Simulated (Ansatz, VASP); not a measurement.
**LiF: VASP and Ansatz over several settings**

```
F Li
1.0
     0.00000    2.01400    2.01400
     2.01400    0.00000    2.01400
     2.01400    2.01400    0.00000
F Li
1 1
Cartesian
  2.0140 2.0140 2.0140
  0.0000 0.0000 0.0000
```

Single points on this cell with VASP 6.6.1 and Ansatz 0.2.0. Each row is one pair of runs. Alike in all rows: VASP's potentials, cutoff: VASP PAW PBE potentials, release 64 (F, Li_sv), 520 eV.

```csv
level,spin,k mesh,smearing,"Ansatz's potentials, cutoff","gap on the k mesh at the Fermi level (eV), VASP","gap on the k mesh at the Fermi level (eV), Ansatz","least direct gap on the mesh (eV), VASP","least direct gap on the mesh (eV), Ansatz"
PBE-based screened hybrid,off,6 × 6 × 6,"fermi-dirac, width 0.05 eV","Ansatz PAW, 420 eV",11.88,11.90,11.88,11.90
r2SCAN,"collinear, typed start",11 × 11 × 11,"gaussian, width 0.02 eV","JTH PAW, 1500 eV",10.27,10.05,10.27,10.05
revPBE,"non-collinear, typed start",11 × 11 × 11,tetrahedron,"JTH PAW, 1500 eV",9.29,9.26,9.29,9.26
PBE-based screened hybrid,off,6 × 6 × 6,"fermi-dirac, width 0.05 eV","Ansatz PAW earlier set, 1300 eV",?,11.09,?,11.09
RPBE,off,11 × 11 × 11,"gaussian, width 0.1 eV","Ansatz PAW, 420 eV",9.35,9.34,9.35,9.34
```

Fill in what VASP gave in row 4.

gap on the k mesh at the Fermi level (eV): 11.10; least direct gap on the mesh (eV): 11.10.

The k mesh is coarse in some rows, so the values compare programs but aren't converged. Noted on VASP's runs: the cutoff is short for stress, so the pressure is rough. Noted on Ansatz's runs: odd divisions of the mesh miss points on the zone boundary, where band edges often lie, so the gap on the mesh can be too wide.
